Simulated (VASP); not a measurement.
NaI:

```
CELL_PARAMETERS angstrom
0.00000 3.22972 3.22972
3.22972 0.00000 3.22972
3.22972 3.22972 0.00000
ATOMIC_POSITIONS crystal
Na 0.00000 0.00000 0.00000
I 0.50000 0.50000 0.50000
```

Base run:

| Item | Value |
| --- | --- |
| Program | VASP 6.6.1 |
| Functional | PBE |
| Potentials or basis | VASP PAW PBE potentials, release 64 (Na_pv, I) |
| Cutoff | 520 eV |
| k mesh | 8 × 8 × 8 |
| Occupations | gaussian, width 0.01 eV |
| Spin | no spin polarisation |

Its results: band gap on the k mesh 3.66 eV; pressure 0.5 GPa.

Task: The run is repeated on the same cell with these changes: functional from PBE to r2SCAN; further incar settings from ALGO = Normal; EDIFF = 1e-07; NBANDS = 14 to ALGO = Normal; EDIFF = 1e-06; NBANDS = 14. What comes out?

Result: Band gap on the k mesh 4.46 eV; pressure -0.1 GPa.

Caveats: spin-orbit coupling is left out, which moves the levels of the heavy elements; the PAW data sets were made with another functional, which shifts forces and pressure a little (at least some runs).

